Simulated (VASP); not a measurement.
# Pb (Fm-3m) in VASP: further runs

The runs below take Pb through electric field gradients, with PBE.

All numbers are computed with VASP 6.6.1; they aren't measurements. Logs are shortened: lines on timing, memory, paths and dates and some standing lists are left out, and cuts for length are marked.

### Step 1. The cell of the first run

It takes space group Fm-3m (No. 225, cubic). Conventional cell: a = 4.856 Å, b = 4.856 Å, c = 4.856 Å, α = 90.00°, β = 90.00°, γ = 90.00°. Within 4.5 Å of Pb (site symmetry m-3m) lie 12 Pb at 3.43 Å.

### Step 2. Electric field gradients, PBE (volume scaled by 0.95)

INCAR reads:

```
SYSTEM = Pb
PREC = Accurate
ENCUT = 400
EDIFF = 1E-8
ISMEAR = -1
SIGMA = 0.05
LREAL = .False.
LASPH = .True.
NELM = 120
ALGO = Normal
ISIF = 2
LWAVE = .False.
LCHARG = .False.
GGA = PE
LEFG = .True.
NBANDS = 13
GGA_COMPAT = .False.
```

KPOINTS reads:

```
Automatic mesh
0
Gamma
  12 12 12
  0 0 0
```

POSCAR reads:

```
Pb
1.0
    0.0000000000      2.4279308945      2.4279308945
    2.4279308945      0.0000000000      2.4279308945
    2.4279308945      2.4279308945      0.0000000000
Pb
1
Direct
    0.0000000000      0.0000000000      0.0000000000
```

Potentials or basis: VASP PAW PBE potentials, release 64 (Pb_d).

Started as:

```bash
cat potpaw_PBE.64/Pb_d/POTCAR > POTCAR
mpirun -np 1 vasp_std > vasp.out
```

OUTCAR:

```text
SYSTEM = Pb
   PREC = Accurate
   ENCUT = 400
   EDIFF = 1E-8
   ISMEAR = -1
   LREAL = .False.
   LASPH = .True.
   NELM = 120
   ISIF = 2
   GGA = PE

 ion  position               nearest neighbor table
   1  0.000  0.000  0.000-

  LATTYP: Found a face centered cubic cell.
 ALAT       =     4.8558617890

  Lattice vectors:

 A1 = (   0.0000000000,   2.4279308945,   2.4279308945)
 A2 = (   2.4279308945,   0.0000000000,   2.4279308945)
 A3 = (   2.4279308945,   2.4279308945,   0.0000000000)

Analysis of symmetry for initial positions (statically):
=====================================================================
 Subroutine PRICEL returns:
 Original cell was already a primitive cell.

 Routine SETGRP: Setting up the symmetry group for a
 face centered cubic supercell.

 Subroutine GETGRP returns: Found 48 space group operations
 (whereof 48 operations were pure point group operations)
 out of a pool of 48 trial point group operations.

The static configuration has the point symmetry O_h .

Analysis of symmetry for dynamics (positions and initial velocities):
=====================================================================
 Subroutine PRICEL returns:
 Original cell was already a primitive cell.

 Routine SETGRP: Setting up the symmetry group for a
 face centered cubic supercell.

 Subroutine GETGRP returns: Found 48 space group operations
 (whereof 48 operations were pure point group operations)
 out of a pool of 48 trial point group operations.

The dynamic configuration has the point symmetry O_h .

 Subroutine INISYM returns: Found 48 space group operations
 (whereof 48 operations are pure point group operations),
 and found     1 'primitive' translations

----------------------------------------------------------------------------------------

                                     Primitive cell

  volume of cell :      28.6246

  direct lattice vectors                    reciprocal lattice vectors
     0.000000000  2.427930895  2.427930895    -0.205936669  0.205936669  0.205936669
     2.427930895  0.000000000  2.427930895     0.205936669 -0.205936669  0.205936669
     2.427930895  2.427930895  0.000000000     0.205936669  0.205936669 -0.205936669

  length of vectors
     3.433612800  3.433612800  3.433612800     0.356692773  0.356692773  0.356692773

  position of ions in fractional coordinates (direct lattice)
     0.000000000  0.000000000  0.000000000

  ion indices of the primitive-cell ions
   primitive index   ion index
                 1           1

----------------------------------------------------------------------------------------

 KPOINTS: Automatic mesh

Automatic generation of k-mesh.
 Grid dimensions read from file:
 generate k-points for:   12   12   12

 Generating k-lattice:

  Cartesian coordinates                     Fractional coordinates (reciprocal lattice)
    -0.017161389  0.017161389  0.017161389     0.083333333  0.000000000  0.000000000
     0.017161389 -0.017161389  0.017161389     0.000000000  0.083333333  0.000000000
     0.017161389  0.017161389 -0.017161389     0.000000000  0.000000000  0.083333333

  Length of vectors
     0.029724398  0.029724398  0.029724398

  Shift w.r.t. Gamma in fractional coordinates (k-lattice)
     0.000000000  0.000000000  0.000000000

 Subroutine IBZKPT returns following result:
 ===========================================

 Found     72 irreducible k-points:

 Following reciprocal coordinates:
            Coordinates               Weight
  0.000000  0.000000  0.000000      1.000000
  0.083333  0.000000  0.000000      8.000000
  0.166667  0.000000  0.000000      8.000000
  0.250000  0.000000  0.000000      8.000000
  0.333333  0.000000  0.000000      8.000000
  0.416667  0.000000  0.000000      8.000000
[... 16 lines left out ...]
  0.500000  0.166667  0.000000     24.000000
 -0.416667  0.166667  0.000000     24.000000
 [... further k-points ...]
   k-points           NKPTS =     72   k-points in BZ     NKDIM =     72   number of bands    NBANDS=     13
   number of dos      NEDOS =    301   number of ions     NIONS =      1
   total plane-waves  NPLWV =  13824
   dimension x,y,z NGX =    24 NGY =   24 NGZ =   24
   dimension x,y,z NGXF=    48 NGYF=   48 NGZF=   48
   ions per type =               1
   NGX,Y,Z   is equivalent  to a cutoff of  11.62, 11.62, 11.62 a.u.
   NGXF,Y,Z  is equivalent  to a cutoff of  23.24, 23.24, 23.24 a.u.
 SYSTEM =  Pb
   PREC   = accura    normal or accurate (medium, high low for compatibility)
   ISTART =      0    job   : 0-new  1-cont  2-samecut
   ICHARG =      2    charge: 1-file 2-atom 10-const
   ISPIN  =      1    spin polarized calculation?
   LNONCOLLINEAR =      F non collinear calculations
   LSORBIT =      F    spin-orbit coupling
   LASPH  =      T    aspherical Exc in radial PAW
   ENCUT  =  400.0 eV  29.40 Ry    5.42 a.u.   5.60  5.60  5.60*2*pi/ulx,y,z
   NELM   =    120;   NELMIN=  2; NELMDL= -5     # of ELM steps
   EDIFF  = 0.1E-07   stopping-criterion for ELM
   LREAL  =      F    real-space projection
   EDIFFG = 0.1E-06   stopping-criterion for IOM
   NSW    =      0    number of steps for IOM
   IBRION =     -1    ionic relax: 0-MD 1-quasi-New 2-CG
   NFREE  =      0    steps in history (QN), initial steepest desc. (CG)
   ISIF   =      2    stress and relaxation
   ISYM   =      2    0-nonsym 1-usesym 2-fastsym
   POTIM  = 0.5000    time-step for ionic-motion
   TEBEG  =    0.0;   TEEND  =   0.0 temperature during run
   PSTRESS=    0.0 pullay stress
   NELECT =      14.0000    total number of electrons
   NUPDOWN=      -1.0000    fix difference up-down
   EMIN   =  10.00;   EMAX   =-10.00  energy-range for DOS
   EFERMI =   0.00;   METHOD = LEGACY
   ISMEAR =    -1;   SIGMA  =   0.05  broadening in eV -4-tet -1-fermi 0-gaus
   EFERMI_NEDOS =   21; number of points for ismear=-14 and -15
   IALGO  =     38    algorithm
   IMIX   =      4    mixing-type and parameters
     AMIX     =   0.40;   BMIX     =  1.00
     AMIX_MAG =   1.60;   BMIX_MAG =  1.00
  volume/ion in A,a.u.               =      28.62       193.17
  Fermi-wavevector in a.u.,A,eV,Ry     =   1.289846  2.437455 22.636049  1.663703
  Thomas-Fermi vector in A             =   2.421714
   LORBIT       =      0    0 simple, 1 ext, 2 COOP (PROOUT), +10 PAW based schemes
   GGA     = PE    functional components
   LHFCALC =     F    Hartree Fock is set to
   AEXX    =    0.0000 exact exchange contribution
   IVDW    =     0    specifies the selected vdW correction
   LEPSILON=     F    determine dielectric tensor
   LRPA    =     F    only Hartree local field effects (RPA)
 non-spin polarized calculation
  energy-cutoff  :      400.00
  volume of cell :       28.62
 maximum number of plane-waves:       534
   NGX = 11   NGY = 11   NGZ = 11

 number of electron      13.9999992 magnetization

 Free energy of the ion-electron system (eV)
  ---------------------------------------------------
  ext. energy  EPLUGINS =         0.00000000
  ---------------------------------------------------
  free energy    TOTEN  =        -3.49653849 eV

  energy without entropy =       -3.48725046  energy(sigma->0) =       -3.49189448

 E-fermi :   7.9962     XC(G=0): -10.4639

 val. band max:        7.9594077090   @ k =  -0.3333   0.3333   0.1667
 cond. band min:       8.0089171941   @ k =  -0.4167   0.4167   0.0833
 fundamental gap:      0.0495094851
 Fermi energy:         7.9961905341

 k-point     1 :       0.0000    0.0000    0.0000
  band No.  band energies     occupation
      1      -9.1709      2.00000
      2      -9.1709      2.00000
      3      -9.1709      2.00000
      4      -9.0042      2.00000
      5      -9.0042      2.00000
      6      -4.2121      2.00000
      7      15.8298      0.00000
      8      15.8298      0.00000
      9      15.8298      0.00000
     10      17.7400      0.00000
     11      20.0298      0.00000
     12      20.8704      0.00000
     13      20.8704      0.00000

 k-point     2 :       0.0833    0.0000    0.0000
  band No.  band energies     occupation
      1      -9.1716      2.00000
      2      -9.1592      2.00000
      3      -9.1592      2.00000
      4      -9.0050      2.00000
      5      -9.0050      2.00000
      6      -4.0701      2.00000
      7      14.2117      0.00000
      8      15.6536      0.00000
      9      15.6536      0.00000
     10      17.5239      0.00000
     11      20.5919      0.00000
[... 339 lines left out ...]
 k-point    24 :      -0.4167    0.1667    0.0000
  band No.  band energies     occupation
      1      -9.1990      2.00000
      2      -9.1335      2.00000
      3      -9.0877      2.00000
      4      -8.9106      2.00000
      5      -8.8667      2.00000
      6       0.0593      2.00000
      7       4.1571      2.00000
      8      10.3136      0.00000
      9      12.9605      0.00000
     10      15.9298      0.00000
     11      20.3206      0.00000
     12      21.0510      0.00000
     13      23.5009      0.00000

 [... further k-points ...]

------------------------ aborting loop because EDIFF is reached ----------------------------------------

  FORCE on cell =-STRESS in cart. coord.  units (eV):
  Direction    XX          YY          ZZ          XY          YZ          ZX
  --------------------------------------------------------------------------------------
  -------------------------------------------------------------------------------------
  Total        1.0448108      1.0448108      1.0448108      0.0000000      0.0000000      0.0000000
  in kB       58.4802568     58.4802568     58.4802568      0.0000000      0.0000000      0.0000000
  external PRESSURE =      58.4802568 kB  Pullay stress =       0.0000000 kB

 VOLUME and BASIS-vectors are now :
 -----------------------------------------------------------------------------
  energy-cutoff  :      400.00
  volume of cell :       28.62
      direct lattice vectors                 reciprocal lattice vectors
     0.000000000  2.427930895  2.427930895    -0.205936669  0.205936669  0.205936669
     2.427930895  0.000000000  2.427930895     0.205936669 -0.205936669  0.205936669
     2.427930895  2.427930895  0.000000000     0.205936669  0.205936669 -0.205936669

 POSITION                                       TOTAL-FORCE (eV/Angst)
 -----------------------------------------------------------------------------------
      0.00000      0.00000      0.00000        -0.000000      0.000000      0.000000
 -----------------------------------------------------------------------------------
    total drift:                               -0.000000     -0.000000     -0.000000

  FREE ENERGIE OF THE ION-ELECTRON SYSTEM (eV)
  ---------------------------------------------------
  free  energy   TOTEN  =        -3.4965384911 eV

  energy  without entropy=       -3.4872504638  energy(sigma->0) =       -3.49189448

 Electric field gradients (V/A^2)
---------------------------------------------------------------------
 ion       V_xx      V_yy      V_zz      V_xy      V_xz      V_yz
---------------------------------------------------------------------
   1      -0.000     0.000     0.000    -0.000    -0.000    -0.000
---------------------------------------------------------------------

 Electric field gradients after diagonalization (V/A^2)
 (convention: |V_zz| > |V_xx| > |V_yy|)
----------------------------------------------------------------------
 ion       V_xx      V_yy      V_zz     asymmetry (V_yy - V_xx)/ V_zz
----------------------------------------------------------------------
   1       0.000     0.000    -0.001       0.000
----------------------------------------------------------------------

           NMR quadrupolar parameters

 Cq : quadrupolar parameter    Cq=e*Q*V_zz/h
 eta: asymmetry parameters     (V_yy - V_xx)/ V_zz
 Q  : nuclear electric quadrupole moment in mb (millibarn)
----------------------------------------------------------------------
 ion       Cq(MHz)       eta       Q (mb)
----------------------------------------------------------------------
   1      -0.000       0.000       1.000
----------------------------------------------------------------------
```

Run time: 16 s. Hardware: 1 thread of Intel Xeon Platinum 8375C at 2.90GHz (Ice Lake), shared host; peak memory 0.14 GiB.

Results:

```yaml
Free_energy: -3.4965 eV
Pressure: 5.8 GPa
Band_gap_on_the_k_mesh: zero (band 7 reaches 15.83 eV, above the bottom of band 8 at 6.28 eV)
```

Caveat: without QUAD_EFG the Cq values of the log hold for a quadrupole moment of 1 mb, not for the nuclei; spin-orbit coupling is left out, which moves the levels of the heavy elements.

### Step 3. Electric field gradients, PBE (volume scaled by 0.975)

INCAR reads:

```
SYSTEM = Pb
ALGO = Normal
EDIFF = 1E-8
ENCUT = 400
GGA = PE
GGA_COMPAT = .FALSE.
ISIF = 2
ISMEAR = -1
LASPH = .TRUE.
LCHARG = .FALSE.
LEFG = .TRUE.
LREAL = .FALSE.
LWAVE = .FALSE.
NBANDS = 13
NELM = 120
PREC = Accurate
SIGMA = 0.05
```

KPOINTS reads:

```
k-points
0
G
  12 12 12
  0 0 0
```

POSCAR reads:

```
Pb
1.0
    0.0000000000      2.4490443969      2.4490443969
    2.4490443969      0.0000000000      2.4490443969
    2.4490443969      2.4490443969      0.0000000000
Pb
1
Direct
    0.0000000000      0.0000000000      0.0000000000
```

Potentials or basis: VASP PAW PBE potentials, release 64 (Pb_d).

Started as:

```bash
cat potpaw_PBE.64/Pb_d/POTCAR > POTCAR
mpirun -np 1 vasp_std > vasp.out
```

OUTCAR:

```text
SYSTEM = Pb
   EDIFF = 1E-8
   ENCUT = 400
   GGA = PE
   ISIF = 2
   ISMEAR = -1
   LASPH = .TRUE.
   LREAL = .FALSE.
   NELM = 120
   PREC = Accurate

 ion  position               nearest neighbor table
   1  0.000  0.000  0.000-

  LATTYP: Found a face centered cubic cell.
 ALAT       =     4.8980887938

  Lattice vectors:

 A1 = (   0.0000000000,   2.4490443969,   2.4490443969)
 A2 = (   2.4490443969,   0.0000000000,   2.4490443969)
 A3 = (   2.4490443969,   2.4490443969,   0.0000000000)

Analysis of symmetry for initial positions (statically):
=====================================================================
 Subroutine PRICEL returns:
 Original cell was already a primitive cell.

 Routine SETGRP: Setting up the symmetry group for a
 face centered cubic supercell.

 Subroutine GETGRP returns: Found 48 space group operations
 (whereof 48 operations were pure point group operations)
 out of a pool of 48 trial point group operations.

The static configuration has the point symmetry O_h .

Analysis of symmetry for dynamics (positions and initial velocities):
=====================================================================
 Subroutine PRICEL returns:
 Original cell was already a primitive cell.

 Routine SETGRP: Setting up the symmetry group for a
 face centered cubic supercell.

 Subroutine GETGRP returns: Found 48 space group operations
 (whereof 48 operations were pure point group operations)
 out of a pool of 48 trial point group operations.

[... 161 lines left out ...]
      8      15.3153      0.00000
      9      15.3153      0.00000
     10      17.4244      0.00000
     11      19.3906      0.00000
     12      20.3663      0.00000
     13      20.3663      0.00000
[... 354 lines left out ...]
  band No.  band energies     occupation
      1      -9.4744      2.00000
      2      -9.4132      2.00000
      3      -9.3728      2.00000
      4      -9.2081      2.00000
      5      -9.1683      2.00000
      6      -0.2238      2.00000
      7       3.9632      2.00000
      8       9.9456      0.00000
      9      12.5379      0.00000
     10      15.5591      0.00000
     11      19.8010      0.00000
     12      20.5597      0.00000
     13      22.9952      0.00000

 [... further k-points ...]

------------------------ aborting loop because EDIFF is reached ----------------------------------------

  FORCE on cell =-STRESS in cart. coord.  units (eV):
  Direction    XX          YY          ZZ          XY          YZ          ZX
  --------------------------------------------------------------------------------------
  -------------------------------------------------------------------------------------
  Total        0.7876264      0.7876264      0.7876264     -0.0000000     -0.0000000      0.0000000
  in kB       42.9547200     42.9547200     42.9547200     -0.0000000     -0.0000000      0.0000000
  external PRESSURE =      42.9547200 kB  Pullay stress =       0.0000000 kB

 VOLUME and BASIS-vectors are now :
 -----------------------------------------------------------------------------
  energy-cutoff  :      400.00
  volume of cell :       29.38
      direct lattice vectors                 reciprocal lattice vectors
     0.000000000  2.449044397  2.449044397    -0.204161264  0.204161264  0.204161264
     2.449044397  0.000000000  2.449044397     0.204161264 -0.204161264  0.204161264
     2.449044397  2.449044397  0.000000000     0.204161264  0.204161264 -0.204161264

 POSITION                                       TOTAL-FORCE (eV/Angst)
 -----------------------------------------------------------------------------------
      0.00000      0.00000      0.00000         0.000000      0.000000     -0.000000
 -----------------------------------------------------------------------------------
    total drift:                               -0.000000      0.000000     -0.000000

  FREE ENERGIE OF THE ION-ELECTRON SYSTEM (eV)
  ---------------------------------------------------
  free  energy   TOTEN  =        -3.5207526430 eV

  energy  without entropy=       -3.5113154748  energy(sigma->0) =       -3.51603406

 Electric field gradients (V/A^2)
---------------------------------------------------------------------
 ion       V_xx      V_yy      V_zz      V_xy      V_xz      V_yz
---------------------------------------------------------------------
   1      -0.000    -0.000     0.000    -0.001    -0.001    -0.001
---------------------------------------------------------------------

 Electric field gradients after diagonalization (V/A^2)
 (convention: |V_zz| > |V_xx| > |V_yy|)
----------------------------------------------------------------------
 ion       V_xx      V_yy      V_zz     asymmetry (V_yy - V_xx)/ V_zz
----------------------------------------------------------------------
   1       0.001     0.001    -0.002       0.000
----------------------------------------------------------------------

           NMR quadrupolar parameters

 Cq : quadrupolar parameter    Cq=e*Q*V_zz/h
 eta: asymmetry parameters     (V_yy - V_xx)/ V_zz
 Q  : nuclear electric quadrupole moment in mb (millibarn)
----------------------------------------------------------------------
 ion       Cq(MHz)       eta       Q (mb)
----------------------------------------------------------------------
   1      -0.000       0.000       1.000
----------------------------------------------------------------------
```

OSZICAR:

```text
N       E                     dE             d eps       ncg     rms          rms(c)
DAV:   1     0.980819674165E+02    0.98082E+02   -0.62160E+03  1917   0.105E+03
DAV:   2     0.107696908860E+01   -0.97005E+02   -0.94300E+02  2007   0.283E+02
DAV:   3    -0.343020927450E+01   -0.45072E+01   -0.44953E+01  2292   0.685E+01
DAV:   4    -0.352858025877E+01   -0.98371E-01   -0.98342E-01  2337   0.107E+01
DAV:   5    -0.353330869699E+01   -0.47284E-02   -0.47283E-02  2578   0.217E+00    0.557E-01
DAV:   6    -0.352338934980E+01    0.99193E-02   -0.12813E-02  2443   0.204E+00    0.273E-01
DAV:   7    -0.352085618650E+01    0.25332E-02   -0.56423E-03  2412   0.126E+00    0.864E-02
DAV:   8    -0.352075787717E+01    0.98309E-04   -0.40612E-04  2645   0.320E-01    0.976E-03
DAV:   9    -0.352075406754E+01    0.38096E-05   -0.86736E-06  2490   0.532E-02    0.500E-03
DAV:  10    -0.352075264085E+01    0.14267E-05   -0.81564E-07  2227   0.800E-03    0.228E-04
DAV:  11    -0.352075264299E+01   -0.21382E-08   -0.23625E-08  2200   0.179E-03
   1 F= -.35207526E+01 E0= -.35160341E+01  d E =-.943717E-02
```

stdout:

```text
POSCAR found type information on POSCAR Pb
 POSCAR found :  1 types and       1 ions
 scaLAPACK will be used
 LDA part: xc-table for (Slater+PW92), standard interpolation
 POSCAR, INCAR and KPOINTS ok, starting setup
 FFT: planning ... GRIDC
 FFT: planning ... GRID_SOFT
 FFT: planning ... GRID
 WAVECAR not read
 entering main loop
ion   1
```

Wall time 13 s (1 thread of Intel Xeon Platinum 8375C at 2.90GHz (Ice Lake), shared host); peak memory 0.14 GiB.

What came out:

| Item | Value |
| --- | --- |
| Free energy | -3.5208 eV |
| Pressure | 4.3 GPa |
| Band gap on the k mesh | zero (band 7 reaches 15.32 eV, above the bottom of band 8 at 6.03 eV) |

Caveat: without QUAD_EFG the Cq values of the log hold for a quadrupole moment of 1 mb, not for the nuclei; spin-orbit coupling is left out, which moves the levels of the heavy elements.

(Part 1 of 2 ends here.)
